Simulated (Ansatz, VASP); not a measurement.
One calculation of Ga, two programs

INCAR

```
PREC = Accurate
ENCUT = 520
EDIFF = 1E-7
ISMEAR = -1
SIGMA = 0.05
LREAL = F
LASPH = T
NELM = 80
ALGO = Normal
ISIF = 2
LWAVE = F
LCHARG = F
GGA = CA
NBANDS = 34
```

File KPOINTS:

```
regular mesh
0
Gamma
  6 6 5
```

The input POSCAR:

```
Ga
1.0
    3.7848802146     -2.3070775630      0.0000000000
    3.7848802146      2.3070775630      0.0000000000
    0.0000000000      0.0000000000      4.4505357966
Ga
4
Direct
    0.9903150000      0.3344500000      0.2500000000
    0.3344500000      0.9903150000      0.7500000000
    0.0096850000      0.6655500000      0.7500000000
    0.6655500000      0.0096850000      0.2500000000
```

Input for Ansatz:

```yaml
crystal:
  lattice:
    - [3.784880214557881, -2.3070775629897855, 0.0]
    - [3.784880214557881, 2.3070775629897855, 0.0]
    - [0.0, 0.0, 4.45053579658096]
  atoms:
    - { symbol: Ga, position: [0.990315, 0.33445, 0.25] }
    - { symbol: Ga, position: [0.33445, 0.990315, 0.75] }
    - { symbol: Ga, position: [0.009685, 0.66555, 0.75] }
    - { symbol: Ga, position: [0.66555, 0.009685, 0.25] }
basis:
  ecutwfc: 450.0
kpoints:
  mp_grid:
    grid: [6, 6, 5]
hamiltonian:
  xc: lda
scf:
  convergence:
    dr2_threshold: 1.0e-10
  occupations:
    method: fermi_dirac
    width: 0.05
output:
  stress: true
```

Alike in both runs: task single point; functional LDA; k mesh 6 × 6 × 5; occupations fermi-dirac, width 0.05 eV; no spin polarisation.

|  | VASP | Ansatz |
| --- | --- | --- |
| version | VASP 6.6.1 | Ansatz 0.2.0 |
| potentials or method | VASP PAW LDA potentials, release 64 (Ga_d), cutoff 520 eV | plane waves, PAW |
| valence electrons in the cell | 52 | 52 |

Ansatz gave:

* pressure (GPa): -1.1
* traceless stress, the component that is largest in VASP (GPa): -0.78

Q: Estimate VASP's values.

A: Pressure (GPa): -0.9; traceless stress, the component that is largest in VASP (GPa): -0.82.

LDA's correlation is that of Perdew and Zunger in VASP and of Perdew and Wang (1992) in Ansatz.
